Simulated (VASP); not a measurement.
# Al2O3 (P-6m2) in VASP: further runs, part 2 of 2

VASP 6.6.1.

## 3. Single point, PBE+D3(BJ)

This run uses another cell than the first one, of 9.48 Å³/atom.

The input, INCAR:

```
PREC = Accurate
ENCUT = 520
EDIFF = 1E-7
ISMEAR = 0
SIGMA = 0.05
LREAL = False
LASPH = True
NELM = 80
ALGO = Normal
ISIF = 2
LWAVE = False
LCHARG = True
GGA = PE
IVDW = 12
LELF = True
LVHAR = True
NBANDS = 20
```

The input, KPOINTS:

```
regular mesh
0
Gamma
  9 9 4
```

The input, POSCAR:

```
Al2O3
1.0
    2.7812000000      0.0000000000      0.0000000000
   -1.3906000000      2.4085898530      0.0000000000
    0.0000000000      0.0000000000      7.0774000000
Al O
2 3
Direct
    0.0000000000      0.0000000000      0.1907358529
    0.0000000000      0.0000000000      0.8092641471
    0.3333333333      0.6666666667      0.2840924954
    0.6666666667      0.3333333333      0.0000000000
    0.3333333333      0.6666666667      0.7159075046
```

Potentials or basis: VASP PAW PBE potentials, release 64 (Al, O).

On the command line:

```bash
$ cat potpaw_PBE.64/Al/POTCAR potpaw_PBE.64/O/POTCAR > POTCAR
$ mpirun -np 1 vasp_std > vasp.out
```

OUTCAR:

```text
PREC = Accurate
   ENCUT = 520
   EDIFF = 1E-7
   ISMEAR = 0
   LREAL = False
   LASPH = True
   NELM = 80
   ISIF = 2
   GGA = PE
   IVDW = 12
 IVDW          = 12

 ion  position               nearest neighbor table
   1  0.000  0.000  0.191-   3 1.74   3 1.74   3 1.74   4 2.10   4 2.10   4 2.10   2 2.70
   2  0.000  0.000  0.809-   5 1.74   5 1.74   5 1.74   4 2.10   4 2.10   4 2.10   1 2.70
   3  0.333  0.667  0.284-   1 1.74   1 1.74   1 1.74
   4  0.667  0.333  0.000-   1 2.10   2 2.10   1 2.10   2 2.10   1 2.10   2 2.10
   5  0.333  0.667  0.716-   2 1.74   2 1.74   2 1.74

  LATTYP: Found a hexagonal cell.
 ALAT       =     2.7812000000
 C/A-ratio  =     2.5447288940

  Lattice vectors:

 A1 = (   2.7812000000,   0.0000000000,   0.0000000000)
 A2 = (  -1.3906000000,   2.4085898530,   0.0000000000)
 A3 = (   0.0000000000,   0.0000000000,   7.0774000000)

Analysis of symmetry for initial positions (statically):
=====================================================================
 Subroutine PRICEL returns:
 Original cell was already a primitive cell.

 Routine SETGRP: Setting up the symmetry group for a
 hexagonal supercell.

 Subroutine GETGRP returns: Found 12 space group operations
 (whereof 12 operations were pure point group operations)
 out of a pool of 24 trial point group operations.

The static configuration has the point symmetry D_3h.

Analysis of symmetry for dynamics (positions and initial velocities):
=====================================================================
 Subroutine PRICEL returns:
 Original cell was already a primitive cell.

 Routine SETGRP: Setting up the symmetry group for a
 hexagonal supercell.

 Subroutine GETGRP returns: Found 12 space group operations
 (whereof 12 operations were pure point group operations)
 out of a pool of 24 trial point group operations.

The dynamic configuration has the point symmetry D_3h.

[... 124 lines left out ...]
     AMIX_MAG =   1.60;   BMIX_MAG =  1.00
  volume/ion in A,a.u.               =       9.48        63.99
  Fermi-wavevector in a.u.,A,eV,Ry     =   1.304735  2.465592 23.161652  1.702333
  Thomas-Fermi vector in A             =   2.435651
   LORBIT       =      0    0 simple, 1 ext, 2 COOP (PROOUT), +10 PAW based schemes
   GGA     = PE    functional components
   LHFCALC =     F    Hartree Fock is set to
   AEXX    =    0.0000 exact exchange contribution
   IVDW    =    12    specifies the selected vdW correction
   LEPSILON=     F    determine dielectric tensor
   LRPA    =     F    only Hartree local field effects (RPA)
 non-spin polarized calculation
 Gauss-broadening in eV      SIGMA  =   0.05
  energy-cutoff  :      520.00
  volume of cell :       47.41
 maximum number of plane-waves:      1291
 NGX is ok and might be reduce to    24
   NGX = 11   NGY = 11   NGZ = 27

 number of electron      24.0000005 magnetization

 Free energy of the ion-electron system (eV)
  ---------------------------------------------------
  ext. energy  EPLUGINS =         0.00000000
  ---------------------------------------------------
  free energy    TOTEN  =       -35.97178972 eV

  energy without entropy =      -35.97178972  energy(sigma->0) =      -35.97178972

 E-fermi :   4.9330     XC(G=0): -10.7436

 val. band max:        4.6563283550   @ k =   0.1111   0.1111   0.0000
 cond. band min:      10.0492177284   @ k =   0.0000   0.0000   0.0000
 fundamental gap:      5.3928893734
 Fermi energy:         4.9329968452

 k-point     1 :       0.0000    0.0000    0.0000
  band No.  band energies     occupation
      1     -15.1134      2.00000
      2     -13.6774      2.00000
      3     -12.4758      2.00000
      4      -0.9407      2.00000
      5       1.7771      2.00000
      6       2.7949      2.00000
[... 541 lines left out ...]
     19      18.4852      0.00000
     20      18.8244      0.00000

 [... further k-points ...]

------------------------ aborting loop because EDIFF is reached ----------------------------------------

 Edisp (eV)   -1.06654

 E8    (eV) :    -0.4034

  FORCE on cell =-STRESS in cart. coord.  units (eV):
  Direction    XX          YY          ZZ          XY          YZ          ZX
  --------------------------------------------------------------------------------------
  -------------------------------------------------------------------------------------
  Total       7.12296     7.12296     4.06846     0.00000     0.00000     0.00000
  in kB     240.71466   240.71466   137.49010     0.00000     0.00000     0.00000
  external pressure =      206.31 kB  Pullay stress =        0.00 kB

 VOLUME and BASIS-vectors are now :
 -----------------------------------------------------------------------------
  energy-cutoff  :      520.00
  volume of cell :       47.41
      direct lattice vectors                 reciprocal lattice vectors
     2.781200000  0.000000000  0.000000000     0.359557026  0.207590346  0.000000000
    -1.390600000  2.408589853  0.000000000     0.000000000  0.415180691  0.000000000
     0.000000000  0.000000000  7.077400000     0.000000000  0.000000000  0.141294826

 POSITION                                       TOTAL-FORCE (eV/Angst)
 -----------------------------------------------------------------------------------
      0.00000      0.00000      1.34991         0.000000     -0.000000     -0.322904
      0.00000      0.00000      5.72749         0.000000     -0.000000      0.322904
     -0.00000      1.60573      2.01064        -0.000000      0.000000      1.203628
      1.39060      0.80286      0.00000        -0.000000      0.000000      0.000000
     -0.00000      1.60573      5.06676         0.000000      0.000000     -1.203628
 -----------------------------------------------------------------------------------
    total drift:                                0.000000     -0.000000      0.000000

  FREE ENERGIE OF THE ION-ELECTRON SYSTEM (eV)
  ---------------------------------------------------
  free  energy   TOTEN  =       -37.0383330055 eV

  energy  without entropy=      -37.0383330055  energy(sigma->0) =      -37.03833301
```

OSZICAR:

```text
N       E                     dE             d eps       ncg     rms          rms(c)
DAV:   1     0.102914343107E+03    0.10291E+03   -0.12921E+04  1448   0.112E+03
DAV:   2    -0.349082033209E+02   -0.13782E+03   -0.13412E+03  1700   0.255E+02
DAV:   3    -0.406164650113E+02   -0.57083E+01   -0.56930E+01  1928   0.523E+01
DAV:   4    -0.406597305418E+02   -0.43266E-01   -0.43260E-01  1836   0.499E+00
DAV:   5    -0.406603629481E+02   -0.63241E-03   -0.63240E-03  1848   0.576E-01    0.133E+01
DAV:   6    -0.359850247575E+02    0.46753E+01   -0.13736E+01  1540   0.275E+01    0.470E+00
DAV:   7    -0.359787490136E+02    0.62757E-02   -0.68398E-01  1752   0.541E+00    0.255E+00
DAV:   8    -0.359676384515E+02    0.11111E-01   -0.59346E-02  1704   0.232E+00    0.778E-01
DAV:   9    -0.359701969205E+02   -0.25585E-02   -0.16330E-02  1656   0.119E+00    0.193E-01
DAV:  10    -0.359714677053E+02   -0.12708E-02   -0.32570E-03  1664   0.428E-01    0.142E-01
DAV:  11    -0.359717531755E+02   -0.28547E-03   -0.59996E-04  1648   0.274E-01    0.279E-02
DAV:  12    -0.359717833940E+02   -0.30218E-04   -0.88725E-05  1740   0.781E-02    0.125E-02
DAV:  13    -0.359717905456E+02   -0.71516E-05   -0.38660E-05  1668   0.462E-02    0.821E-03
DAV:  14    -0.359717893980E+02    0.11476E-05   -0.32438E-06  1892   0.194E-02    0.282E-03
DAV:  15    -0.359717897415E+02   -0.34346E-06   -0.89011E-07  1664   0.728E-03    0.762E-04
DAV:  16    -0.359717897202E+02    0.21245E-07   -0.67640E-08  1496   0.217E-03
   1 F= -.37038333E+02 E0= -.37038333E+02  d E =-.267564E-16
```

Wall time 21 s (1 thread of AMD EPYC 9R45 (Zen 5), shared host); peak memory 0.17 GiB.

Results:

- Free energy: -37.0383 eV
- Pressure: 20.6 GPa
- Largest force: 1.204 eV/Å
- Band gap on the k mesh: 5.39 eV (least direct gap 5.55 eV)
- Dispersion energy per atom: -0.213 eV

Forces on the atoms (eV/Å):
```
Al   0.000  0.000 -0.323
Al   0.000  0.000  0.323
O    0.000  0.000  1.204
O    0.000  0.000  0.000
O    0.000  0.000 -1.204
```

Stress tensor (GPa, compression positive):
```
24.07  0.00  0.00
 0.00 24.07  0.00
 0.00  0.00 13.75
```

Levels at points of the mesh, in eV from the valence-band top:
```csv
k point,band 8,band 9,band 10,band 11,band 12,band 13,band 14,band 15,band 16,band 17
"(0.00, 0.00, 0.00)",-1.44,-1.44,-0.87,-0.87,-0.16,5.39,8.17,9.51,12.37,14.84
"(0.00, 0.00, 0.50)",-1.47,-1.47,-0.97,-0.86,-0.86,5.89,8.05,8.95,13.13,14.90
```

Caveat: the cell stands under pressure; an odd mesh through Γ misses points on the zone boundary, where band edges can lie; forces of over 1 eV/Å act on the atoms, so gaps and moduli don't describe the material at rest.

## 4. Single point, PBE+D3(BJ)

This run uses another cell than the first one, of 9.45 Å³/atom.

The input, INCAR:

```
SYSTEM = Al2O3
  ALGO = Normal
  EDIFF = 1E-7
  ENCUT = 520
  GGA = PE
  ISIF = 2
  ISMEAR = 0
  IVDW = 12
  LASPH = .TRUE.
  LCHARG = .FALSE.
  LREAL = .FALSE.
  LWAVE = .FALSE.
  NBANDS = 20
  NELM = 100
  PREC = Accurate
  SIGMA = 0.05
```

The input, KPOINTS:

```
k-points
0
G
  9 9 4
  0 0 0
```

POSCAR, as its differences from that of step 3:

```diff
@@ -2,5 +2,5 @@
 1.0
-    2.7812000000      0.0000000000      0.0000000000
-   -1.3906000000      2.4085898530      0.0000000000
-    0.0000000000      0.0000000000      7.0774000000
+    2.8672039189      0.0000000000      0.0000000000
+   -1.4336019595      2.4830714316      0.0000000000
+    0.0000000000      0.0000000000      6.6396000000
 Al O
```

Potentials or basis: VASP PAW PBE potentials, release 64 (Al, O).

On the command line:

```bash
$ cat potpaw_PBE.64/Al/POTCAR potpaw_PBE.64/O/POTCAR > POTCAR
$ mpirun -np 1 vasp_std > vasp.out
```

OUTCAR:

```text
SYSTEM = Al2O3
   EDIFF = 1E-7
   ENCUT = 520
   GGA = PE
   ISIF = 2
   ISMEAR = 0
   IVDW = 12
   LASPH = .TRUE.
   LREAL = .FALSE.
   NELM = 100
   PREC = Accurate
 IVDW          = 12

 ion  position               nearest neighbor table
   1  0.000  0.000  0.191-   3 1.77   3 1.77   3 1.77   4 2.08   4 2.08   4 2.08   2 2.53
   2  0.000  0.000  0.809-   5 1.77   5 1.77   5 1.77   4 2.08   4 2.08   4 2.08   1 2.53
[... 763 lines left out ...]
  Direction    XX          YY          ZZ          XY          YZ          ZX
  --------------------------------------------------------------------------------------
  -------------------------------------------------------------------------------------
  Total       2.00991     2.00991     9.10200    -0.00000     0.00000     0.00000
  in kB      68.12352    68.12352   308.50176    -0.00000     0.00000     0.00000
  external pressure =      148.25 kB  Pullay stress =        0.00 kB

 VOLUME and BASIS-vectors are now :
 -----------------------------------------------------------------------------
  energy-cutoff  :      520.00
  volume of cell :       47.27
      direct lattice vectors                 reciprocal lattice vectors
     2.867203919  0.000000000  0.000000000     0.348771845  0.201363518  0.000000000
    -1.433601960  2.483071432  0.000000000     0.000000000  0.402727037  0.000000000
     0.000000000  0.000000000  6.639600000     0.000000000  0.000000000  0.150611483

 POSITION                                       TOTAL-FORCE (eV/Angst)
 -----------------------------------------------------------------------------------
      0.00000      0.00000      1.26641        -0.000000      0.000000      1.402806
      0.00000      0.00000      5.37319         0.000000      0.000000     -1.402806
     -0.00000      1.65538      1.88626         0.000000     -0.000000      1.151818
      1.43360      0.82769      0.00000         0.000000      0.000000      0.000000
     -0.00000      1.65538      4.75334        -0.000000     -0.000000     -1.151818
 -----------------------------------------------------------------------------------
    total drift:                                0.000000     -0.000000      0.000000

  FREE ENERGIE OF THE ION-ELECTRON SYSTEM (eV)
  ---------------------------------------------------
  free  energy   TOTEN  =       -36.8915984233 eV

  energy  without entropy=      -36.8915984233  energy(sigma->0) =      -36.89159842
```

It took 19 s on 1 thread of AMD EPYC 9R45 (Zen 5), shared host; peak memory 0.16 GiB.

What came out:

| Property | Result |
| --- | --- |
| Free energy | -36.8916 eV |
| Pressure | 14.8 GPa |
| Largest force | 1.403 eV/Å |
| Band gap on the k mesh | 4.22 eV (least direct gap 4.32 eV) |
| Dispersion energy per atom | -0.213 eV |

Forces in eV/Å, atoms in the order of the input:
```
Al   0.000  0.000  1.403
Al   0.000  0.000 -1.403
O    0.000  0.000  1.152
O    0.000  0.000  0.000
O    0.000  0.000 -1.152
```

Caveat: the cell stands under pressure; an odd mesh through Γ misses points on the zone boundary, where band edges can lie; forces of over 1 eV/Å act on the atoms, so gaps and moduli don't describe the material at rest.

## 5. The runs side by side

| cell | gap on the mesh (eV) | pressure (GPa) | largest force (eV/Å) |
| --- | --- | --- | --- |
| a = 2.810, b = 2.810, c = 6.859 Å, angles 90.0, 90.0, 120.0°, 5 atoms | 4.98 | 20.4 | 1.33 |
| a = 2.781, b = 2.781, c = 7.077 Å, angles 90.0, 90.0, 120.0°, 5 atoms | 5.39 | 20.6 | 1.20 |
| a = 2.867, b = 2.867, c = 6.640 Å, angles 90.0, 90.0, 120.0°, 5 atoms | 4.22 | 14.8 | 1.40 |

Alike in all rows: task single point; level PBE+D3(BJ); potentials or basis VASP PAW PBE potentials, release 64 (Al, O); no spin polarisation; k mesh 9 × 9 × 4; cutoff (eV) 520; smearing gaussian 0.05 eV.

Caveats: the cell stands under pressure; an odd mesh through Γ misses points on the zone boundary, where band edges can lie; forces of over 1 eV/Å act on the atoms, so gaps and moduli don't describe the material at rest.

Total energies depend on the potentials used, so only differences within one code and one set of settings carry meaning.
